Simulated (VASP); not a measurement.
# ZnSe (Stilleite) (F-43m) in VASP: further runs

ZnSe (Stilleite) is run at these levels: LDA; tasks: single point, relaxation of cell and atoms.

All numbers are computed with VASP 6.6.1; they aren't measurements. Logs are shortened: lines on timing, memory, paths and dates and some standing lists are left out, and cuts for length are marked.

## Step 1: The cell of the first run

Symmetry: F-43m, No. 216, cubic system. The conventional cell has a = 5.568 Å, b = 5.568 Å, c = 5.568 Å, α = 90.00°, β = 90.00°, γ = 90.00°. Within 3.2 Å of Zn (site symmetry -43m) lie 4 Se at 2.41 Å. Se (site symmetry -43m) has 4 Zn at 2.41 Å within 3.2 Å.

## Step 2: Single point, LDA

Contents of INCAR:

```
ALGO = Normal
EDIFF = 1E-6
ENCUT = 500
GGA_COMPAT = F
ISIF = 2
ISMEAR = 0
LASPH = T
LCHARG = F
LREAL = F
LWAVE = F
NBANDS = 16
NELM = 120
PREC = Accurate
SIGMA = 0.02
```

Contents of KPOINTS:

```
k-points
0
Gamma
  8 8 8
```

Contents of POSCAR:

```
ZnSe
1.0
    0.0000000000      2.7838627624      2.7838627624
    2.7838627624      0.0000000000      2.7838627624
    2.7838627624      2.7838627624      0.0000000000
Zn Se
1 1
Direct
    0.0000000000      0.0000000000      0.0000000000
    0.2500000000      0.2500000000      0.2500000000
```

Potentials or basis: VASP PAW LDA potentials, release 64 (Zn, Se).

Command:

```sh
> cat potpaw_LDA.64/Zn/POTCAR potpaw_LDA.64/Se/POTCAR > POTCAR
> mpirun -np 1 vasp_std > vasp.out
```

OUTCAR:

```text
EDIFF = 1E-6
   ENCUT = 500
   ISIF = 2
   ISMEAR = 0
   LASPH = T
   LREAL = F
   NELM = 120
   PREC = Accurate

 ion  position               nearest neighbor table
   1  0.000  0.000  0.000-   2 2.41   2 2.41   2 2.41   2 2.41
   2  0.250  0.250  0.250-   1 2.41   1 2.41   1 2.41   1 2.41

  LATTYP: Found a face centered cubic cell.
 ALAT       =     5.5677255248

  Lattice vectors:

 A1 = (   0.0000000000,   2.7838627624,   2.7838627624)
 A2 = (   2.7838627624,   0.0000000000,   2.7838627624)
 A3 = (   2.7838627624,   2.7838627624,   0.0000000000)

Analysis of symmetry for initial positions (statically):
=====================================================================
 Subroutine PRICEL returns:
 Original cell was already a primitive cell.

 Routine SETGRP: Setting up the symmetry group for a
 face centered cubic supercell.

 Subroutine GETGRP returns: Found 24 space group operations
 (whereof 24 operations were pure point group operations)
 out of a pool of 48 trial point group operations.

The static configuration has the point symmetry T_d .

Analysis of symmetry for dynamics (positions and initial velocities):
=====================================================================
 Subroutine PRICEL returns:
 Original cell was already a primitive cell.

 Routine SETGRP: Setting up the symmetry group for a
 face centered cubic supercell.

 Subroutine GETGRP returns: Found 24 space group operations
 (whereof 24 operations were pure point group operations)
 out of a pool of 48 trial point group operations.

The dynamic configuration has the point symmetry T_d .

 Subroutine INISYM returns: Found 24 space group operations
 (whereof 24 operations are pure point group operations),
 and found     1 'primitive' translations

----------------------------------------------------------------------------------------

                                     Primitive cell

  volume of cell :      43.1493

  direct lattice vectors                    reciprocal lattice vectors
     0.000000000  2.783862762  2.783862762    -0.179606555  0.179606555  0.179606555
     2.783862762  0.000000000  2.783862762     0.179606555 -0.179606555  0.179606555
     2.783862762  2.783862762  0.000000000     0.179606555  0.179606555 -0.179606555

  length of vectors
     3.936976474  3.936976474  3.936976474     0.311087678  0.311087678  0.311087678

  position of ions in fractional coordinates (direct lattice)
     0.000000000  0.000000000  0.000000000
     0.250000000  0.250000000  0.250000000

  ion indices of the primitive-cell ions
   primitive index   ion index
                 1           1
                 2           2

----------------------------------------------------------------------------------------

 KPOINTS: k-points

Automatic generation of k-mesh.
 Grid dimensions read from file:
 generate k-points for:    8    8    8

 Generating k-lattice:

  Cartesian coordinates                     Fractional coordinates (reciprocal lattice)
    -0.022450819  0.022450819  0.022450819     0.125000000  0.000000000  0.000000000
     0.022450819 -0.022450819  0.022450819     0.000000000  0.125000000  0.000000000
     0.022450819  0.022450819 -0.022450819     0.000000000  0.000000000  0.125000000

  Length of vectors
     0.038885960  0.038885960  0.038885960

  Shift w.r.t. Gamma in fractional coordinates (k-lattice)
     0.000000000  0.000000000  0.000000000

 Subroutine IBZKPT returns following result:
 ===========================================

 Found     29 irreducible k-points:

 Following reciprocal coordinates:
            Coordinates               Weight
  0.000000  0.000000  0.000000      1.000000
  0.125000  0.000000  0.000000      8.000000
  0.250000  0.000000  0.000000      8.000000
  0.375000  0.000000  0.000000      8.000000
  0.500000  0.000000  0.000000      4.000000
  0.125000  0.125000  0.000000      6.000000
[... 16 lines left out ...]
  0.500000  0.250000  0.125000     48.000000
 -0.375000  0.250000  0.125000     24.000000
 [... further k-points ...]
   k-points           NKPTS =     29   k-points in BZ     NKDIM =     29   number of bands    NBANDS=     16
   number of dos      NEDOS =    301   number of ions     NIONS =      2
   total plane-waves  NPLWV =  27000
   dimension x,y,z NGX =    30 NGY =   30 NGZ =   30
   dimension x,y,z NGXF=    60 NGYF=   60 NGZF=   60
   ions per type =               1   1
   NGX,Y,Z   is equivalent  to a cutoff of  12.67, 12.67, 12.67 a.u.
   NGXF,Y,Z  is equivalent  to a cutoff of  25.34, 25.34, 25.34 a.u.
 SYSTEM =  unknown system
   PREC   = accura    normal or accurate (medium, high low for compatibility)
   ISTART =      0    job   : 0-new  1-cont  2-samecut
   ICHARG =      2    charge: 1-file 2-atom 10-const
   ISPIN  =      1    spin polarized calculation?
   LNONCOLLINEAR =      F non collinear calculations
   LSORBIT =      F    spin-orbit coupling
   LASPH  =      T    aspherical Exc in radial PAW
   ENCUT  =  500.0 eV  36.75 Ry    6.06 a.u.   7.18  7.18  7.18*2*pi/ulx,y,z
   NELM   =    120;   NELMIN=  2; NELMDL= -5     # of ELM steps
   EDIFF  = 0.1E-05   stopping-criterion for ELM
   LREAL  =      F    real-space projection
   EDIFFG = 0.1E-04   stopping-criterion for IOM
   NSW    =      0    number of steps for IOM
   IBRION =     -1    ionic relax: 0-MD 1-quasi-New 2-CG
   NFREE  =      0    steps in history (QN), initial steepest desc. (CG)
   ISIF   =      2    stress and relaxation
   ISYM   =      2    0-nonsym 1-usesym 2-fastsym
   POTIM  = 0.5000    time-step for ionic-motion
   TEBEG  =    0.0;   TEEND  =   0.0 temperature during run
   PSTRESS=    0.0 pullay stress
   NELECT =      18.0000    total number of electrons
   NUPDOWN=      -1.0000    fix difference up-down
   EMIN   =  10.00;   EMAX   =-10.00  energy-range for DOS
   EFERMI =   0.00;   METHOD = LEGACY
   ISMEAR =     0;   SIGMA  =   0.02  broadening in eV -4-tet -1-fermi 0-gaus
   EFERMI_NEDOS =   21; number of points for ismear=-14 and -15
   IALGO  =     38    algorithm
   IMIX   =      4    mixing-type and parameters
     AMIX     =   0.40;   BMIX     =  1.00
     AMIX_MAG =   1.60;   BMIX_MAG =  1.00
  volume/ion in A,a.u.               =      21.57       145.59
  Fermi-wavevector in a.u.,A,eV,Ry     =   1.223229  2.311568 20.358258  1.496290
  Thomas-Fermi vector in A             =   2.358348
   LORBIT       =      0    0 simple, 1 ext, 2 COOP (PROOUT), +10 PAW based schemes
   GGA     = CA    functional components
   LHFCALC =     F    Hartree Fock is set to
   AEXX    =    0.0000 exact exchange contribution
   IVDW    =     0    specifies the selected vdW correction
   LEPSILON=     F    determine dielectric tensor
   LRPA    =     F    only Hartree local field effects (RPA)
 non-spin polarized calculation
 Gauss-broadening in eV      SIGMA  =   0.02
  energy-cutoff  :      500.00
  volume of cell :       43.15
 maximum number of plane-waves:      1108
 NGX is ok and might be reduce to    30
   NGX = 15   NGY = 15   NGZ = 15

 number of electron      17.9999987 magnetization

 Free energy of the ion-electron system (eV)
  ---------------------------------------------------
  ext. energy  EPLUGINS =         0.00000000
  ---------------------------------------------------
  free energy    TOTEN  =        -7.37168015 eV

  energy without entropy =       -7.37168015  energy(sigma->0) =       -7.37168015

 E-fermi :   2.1072     XC(G=0):  -9.9375

 val. band max:        1.9910057368   @ k =   0.0000   0.0000   0.0000
 cond. band min:       3.2803044046   @ k =   0.0000   0.0000   0.0000
 fundamental gap:      1.2892986678
 Fermi energy:         2.1071585652

 k-point     1 :       0.0000    0.0000    0.0000
  band No.  band energies     occupation
      1     -11.6551      2.00000
      2      -4.8944      2.00000
      3      -4.8944      2.00000
      4      -4.8944      2.00000
      5      -4.4859      2.00000
      6      -4.4859      2.00000
[... 8 lines left out ...]
     15      13.5816      0.00000
     16      13.5816      0.00000

 k-point     2 :       0.1250    0.0000    0.0000
  band No.  band energies     occupation
      1     -11.5431      2.00000
      2      -4.8905      2.00000
      3      -4.8768      2.00000
      4      -4.8768      2.00000
      5      -4.4876      2.00000
      6      -4.4876      2.00000
[... 8 lines left out ...]
     15      12.6925      0.00000
     16      12.7370      0.00000

 k-point     3 :       0.2500    0.0000    0.0000
  band No.  band energies     occupation
      1     -11.2505      2.00000
      2      -4.8400      2.00000
      3      -4.8384      2.00000
      4      -4.8384      2.00000
      5      -4.4862      2.00000
      6      -4.4862      2.00000
[... 8 lines left out ...]
     15      12.4411      0.00000
     16      12.5620      0.00000

 k-point     4 :       0.3750    0.0000    0.0000
  band No.  band energies     occupation
      1     -10.9182      2.00000
      2      -4.8080      2.00000
      3      -4.8080      2.00000
      4      -4.6353      2.00000
      5      -4.4740      2.00000
      6      -4.4740      2.00000
[... 8 lines left out ...]
     15      13.6247      0.00000
     16      13.6247      0.00000
[... 324 lines left out ...]
 k-point    22 :       0.3750    0.2500    0.1250
  band No.  band energies     occupation
      1     -11.0205      2.00000
      2      -4.8612      2.00000
      3      -4.7832      2.00000
      4      -4.7566      2.00000
      5      -4.5036      2.00000
      6      -4.4579      2.00000
[... 8 lines left out ...]
     15      14.3628      0.00000
     16      15.5413      0.00000

 k-point    23 :       0.5000    0.2500    0.1250
  band No.  band energies     occupation
      1     -10.7421      2.00000
      2      -4.7954      2.00000
      3      -4.7571      2.00000
      4      -4.6233      2.00000
      5      -4.4733      2.00000
      6      -4.4166      2.00000
[... 8 lines left out ...]
     15      14.6808      0.00000
     16      15.7673      0.00000

 k-point    24 :      -0.3750    0.2500    0.1250
  band No.  band energies     occupation
      1     -10.6172      2.00000
      2      -4.7853      2.00000
      3      -4.7402      2.00000
      4      -4.5268      2.00000
      5      -4.4787      2.00000
      6      -4.2468      2.00000
[... 8 lines left out ...]
     15      14.7891      0.00000
     16      15.6698      0.00000

 [... further k-points ...]
[... 5 lines left out ...]
  --------------------------------------------------------------------------------------
  -------------------------------------------------------------------------------------
  Total        0.0958178      0.0958178      0.0958178      0.0000000      0.0000000      0.0000000
  in kB        3.5578146      3.5578146      3.5578146      0.0000000      0.0000000      0.0000000
  external PRESSURE =       3.5578146 kB  Pullay stress =       0.0000000 kB

 VOLUME and BASIS-vectors are now :
 -----------------------------------------------------------------------------
  energy-cutoff  :      500.00
  volume of cell :       43.15
      direct lattice vectors                 reciprocal lattice vectors
     0.000000000  2.783862762  2.783862762    -0.179606555  0.179606555  0.179606555
     2.783862762  0.000000000  2.783862762     0.179606555 -0.179606555  0.179606555
     2.783862762  2.783862762  0.000000000     0.179606555  0.179606555 -0.179606555

 POSITION                                       TOTAL-FORCE (eV/Angst)
 -----------------------------------------------------------------------------------
      0.00000      0.00000      0.00000        -0.000000     -0.000000     -0.000000
      1.39193      1.39193      1.39193         0.000000      0.000000      0.000000
 -----------------------------------------------------------------------------------
    total drift:                               -0.000000     -0.000000      0.000000

  FREE ENERGIE OF THE ION-ELECTRON SYSTEM (eV)
  ---------------------------------------------------
  free  energy   TOTEN  =        -7.3716801482 eV

  energy  without entropy=       -7.3716801482  energy(sigma->0) =       -7.37168015
```

Run time: 16 s. Hardware: 1 thread of Intel Xeon Platinum 8375C at 2.90GHz (Ice Lake), shared host; peak memory 0.15 GiB.

What came out:

| Quantity | Value |
| --- | --- |
| Free energy | -7.3717 eV |
| Pressure | 0.4 GPa |
| Band gap on the k mesh | 1.29 eV, direct |

Levels at points of the mesh, in eV from the valence-band top:
| k point | band 5 | band 6 | band 7 | band 8 | band 9 | band 10 | band 11 | band 12 | band 13 | band 14 |
| --- | --- | --- | --- | --- | --- | --- | --- | --- | --- | --- |
| (0.00, 0.00, 0.00) | -6.48 | -6.48 | 0.00 | 0.00 | 0.00 | 1.29 | 5.68 | 5.68 | 5.68 | 9.86 |
| (0.50, 0.00, 0.00) | -6.46 | -6.30 | -5.64 | -0.96 | -0.96 | 2.47 | 6.27 | 6.27 | 8.49 | 11.01 |
| (0.50, 0.50, 0.00) | -6.42 | -6.28 | -5.07 | -2.40 | -2.40 | 2.69 | 3.31 | 10.93 | 11.46 | 11.46 |

Expect the measured gap to be larger: semilocal functionals such as LDA lack the derivative discontinuity.

## Step 3: Relaxation of cell and atoms, LDA

This run uses another cell than the first one, of 23.54 Å³/atom, 1.091 times its volume.

Contents of INCAR:

```
ALGO = Normal
EDIFF = 1E-7
EDIFFG = -0.005
ENCUT = 500
GGA = CA
GGA_COMPAT = False
IBRION = 2
ISIF = 3
ISMEAR = 0
LASPH = True
LCHARG = False
LREAL = False
LWAVE = False
NELM = 120
NELMIN = 4
NSW = 70
PREC = Accurate
SIGMA = 0.02
```

KPOINTS is that of step 2.

Contents of POSCAR:

```
ZnSe
1.0
    0.0000000000      2.8659201935      2.8659201935
    2.8659201935      0.0000000000      2.8659201935
    2.8659201935      2.8659201935      0.0000000000
Zn Se
1 1
Direct
    0.0000000000      0.0000000000      0.0000000000
    0.2500000000      0.2500000000      0.2500000000
```

Potentials or basis: VASP PAW LDA potentials, release 64 (Zn, Se).

Command:

```sh
> cat potpaw_LDA.64/Zn/POTCAR potpaw_LDA.64/Se/POTCAR > POTCAR
> mpirun -np 1 vasp_std > vasp.out
```

It took 39 s on 1 thread of Intel Xeon Platinum 8375C at 2.90GHz (Ice Lake), shared host; peak memory 0.16 GiB.

It converged, with:

* Free energy: -7.3721 eV
* Relaxed volume: 21.68 Å³/atom
* Relaxed cell: a = 3.943 Å, b = 3.943 Å, c = 3.943 Å, α = 60.00°, β = 60.00°, γ = 60.00°
* Space group after relaxing (to 0.05 Å): F-43m (No. 216)
* Energy gained by relaxing: 30.4 meV/atom
* Ionic steps: 3
* Pressure after relaxing: 0.0 GPa
* Band gap on the k mesh: 1.27 eV, direct

The path:
```csv
step,energy change (eV),largest force (eV/Å),pressure (GPa),volume (Å³)
1,0.0000,0.0000,-4.87,47.08
2,-0.0555,0.0000,1.75,42.37
3,-0.0608,0.0000,0.00,43.36
```

Final structure:
```
CELL_PARAMETERS angstrom
0.00000 2.78840 2.78840
2.78840 0.00000 2.78840
2.78840 2.78840 0.00000
ATOMIC_POSITIONS crystal
Zn 0.00000 0.00000 0.00000
Se 0.25000 0.25000 0.25000
```

Levels at points of the mesh, in eV from the valence-band top:
```tsv
k point	band 6	band 7	band 8	band 9	band 10	band 11	band 12	band 13
(0.00, 0.00, 0.00)	-6.46	0.00	0.00	0.00	1.27	5.69	5.69	5.69
(0.50, 0.00, 0.00)	-6.28	-5.61	-0.95	-0.95	2.46	6.27	6.27	8.48
(0.50, 0.50, 0.00)	-6.26	-5.04	-2.38	-2.38	2.70	3.32	10.89	11.42
```
